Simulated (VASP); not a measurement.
Input of a VASP 6.6.1 run:

File INCAR:

```
ALGO = Normal
EDIFF = 1E-7
EDIFFG = -0.005
ENCUT = 600
GGA = PE
IBRION = 2
ISIF = 3
ISMEAR = -1
LASPH = T
LCHARG = F
LREAL = F
LWAVE = F
NELM = 60
NSW = 32
PREC = Accurate
PSTRESS = 540.0
SIGMA = 0.08
```

Contents of KPOINTS:

```
k-points
0
Gamma
  13 13 13
```

POSCAR

```
Ta
1.0
    0.0000000000      2.6788786074      2.6788786074
    2.6788786074      0.0000000000      2.6788786074
    2.6788786074      2.6788786074      0.0000000000
Ta
2
Direct
   -0.1250000000     -0.1250000000     -0.1250000000
    0.1250000000      0.1250000000      0.1250000000
```

Potentials or basis: VASP PAW PBE potentials, release 64 (Ta_pv).

Command:

```bash
$ cat potpaw_PBE.64/Ta_pv/POTCAR > POTCAR
$ mpirun -np 1 vasp_std > vasp.out
```

Q: Estimate the band gap on the k mesh.

A: Zero (bands 11 and 12 overlap by 1.42 eV).

Q: What does it give for the relaxed volume?

A: 19.33 Å³/atom.

Q: Estimate the relaxed cell.

A: a = 3.795 Å, b = 3.795 Å, c = 3.795 Å, α = 60.00°, β = 60.00°, γ = 60.00°.

Final structure:
```
Ta
1.0
     0.00000    2.68370    2.68370
     2.68370    0.00000    2.68370
     2.68370    2.68370    0.00000
Ta
2
Cartesian
  4.6965 4.6965 4.6965
  0.6709 0.6709 0.6709
```

Caveat: the cell is relaxed towards a set pressure, so the run minimises the enthalpy, not the energy; spin-orbit coupling is left out, which moves the levels of the heavy elements.
